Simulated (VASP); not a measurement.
Be2ZnO3: single point with PBE

Be2ZnO3:

```xyz
12
Lattice="4.2263 -2.4296 0.0000 4.2263 2.4296 0.0000 0.0000 0.0000 4.4867" Properties=species:S:1:pos:R:3 pbc="T T T"
Be    5.6974    0.7783    2.2667
Be    5.6974   -0.7783    0.0234
Be    2.7552    0.7783    2.2667
Be    2.7552   -0.7783    0.0234
Zn    4.2263    1.5512    4.4632
Zn    4.2263   -1.5512    2.2199
O     5.8617    0.6903    3.8751
O     2.5909    0.6903    3.8751
O     4.2263   -1.3718    4.1804
O     5.8617   -0.6903    1.6318
O     2.5909   -0.6903    1.6318
O     4.2263    1.3718    1.9371
```

- Program: VASP 6.6.1
- Task: single point
- Functional: PBE
- Potentials or basis: VASP PAW PBE potentials, release 64 (Be, Zn, O)
- Cutoff: 600 eV
- k mesh: 6 × 6 × 6
- Occupations: gaussian, width 0.02 eV
- Spin: no spin polarisation

| Property | Result |
| --- | --- |
| Pressure | 20.9 GPa |
| Largest force | 0.071 eV/Å |
| Band gap on the k mesh | 4.16 eV (least direct gap 4.24 eV) |

Forces in eV/Å, atoms in the order of the input:
```
Be   0.003  0.000  0.002
Be   0.003  0.000  0.002
Be  -0.003  0.000  0.002
Be  -0.003  0.000  0.002
Zn   0.000  0.006 -0.007
Zn   0.000 -0.006 -0.007
O    0.051 -0.027 -0.019
O   -0.051 -0.027 -0.019
O    0.000  0.058  0.041
O    0.051  0.027 -0.019
O   -0.051  0.027 -0.019
O    0.000 -0.058  0.041
```

Stress tensor (GPa, compression positive):
```
20.96  0.00  0.00
 0.00 20.88  0.00
 0.00  0.00 20.83
```

Levels at points of the mesh, in eV from the valence-band top:
```tsv
k point	band 32	band 33	band 34	band 35	band 36	band 37
(0.00, 0.00, 0.00)	-0.17	-0.13	-0.08	4.16	7.64	9.12
(0.50, 0.00, 0.00)	-0.89	-0.79	-0.24	6.39	7.16	9.27
(0.50, 0.50, 0.00)	-0.79	-0.45	-0.39	6.26	7.59	8.07
(0.00, 0.00, 0.50)	-0.51	-0.08	-0.08	6.65	6.65	10.16
(0.50, 0.00, 0.50)	-0.80	-0.21	-0.21	7.22	7.22	8.63
(0.50, 0.50, 0.50)	-0.91	-0.27	-0.27	7.49	7.49	8.80
```

It took 8.6 min on 1 thread of Oxide Virtual Turin-like Processor, with other jobs on the host, peak memory 0.33 GiB.

Caveat: the cell stands under pressure. A k mesh can miss the band edges.
